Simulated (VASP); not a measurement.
Crystal: MoS.

```
CELL_PARAMETERS angstrom
0.00000 2.41488 2.41488
2.41488 0.00000 2.41488
2.41488 2.41488 0.00000
ATOMIC_POSITIONS crystal
Mo 0.00000 0.00000 0.00000
S 0.50000 0.50000 0.50000
```

| Item | Value |
| --- | --- |
| Program | VASP 6.6.1 |
| Task | relaxation of cell and atoms |
| Functional | PBE |
| Potentials or basis | VASP PAW PBE potentials, release 64 (Mo_sv, S) |
| Cutoff | 600 eV |
| k mesh | 8 × 8 × 8 |
| Occupations | gaussian, width 0.1 eV |
| Spin | collinear spin |
| Starting moments | [0.14, 0.0] μB |

At the start: pressure 16.0 GPa; volume 14.08 Å³/atom.

Where does the relaxation end?

Over 3 steps the energy falls by 52.7 meV/atom and the volume is 15.26 Å³/atom (+8.3 %); space group Fm-3m (No. 225, to 0.1 Å) before and after; moment 0.00 μB per cell.

Step by step:
| step | energy change (eV) | largest force (eV/Å) | pressure (GPa) | volume (Å³) |
| --- | --- | --- | --- | --- |
| 1 | 0.0000 | 0.0000 | 16.04 | 28.17 |
| 2 | 0.1046 | 0.0000 | -15.49 | 34.31 |
| 3 | -0.1055 | 0.0000 | -0.41 | 30.51 |

Final structure:
```
Mo S
1.0
     0.00000    2.48017    2.48017
     2.48017    0.00000    2.48017
     2.48017    2.48017    0.00000
Mo S
1 1
Direct
  0.00000 0.00000 0.00000
  0.50000 0.50000 0.50000
```
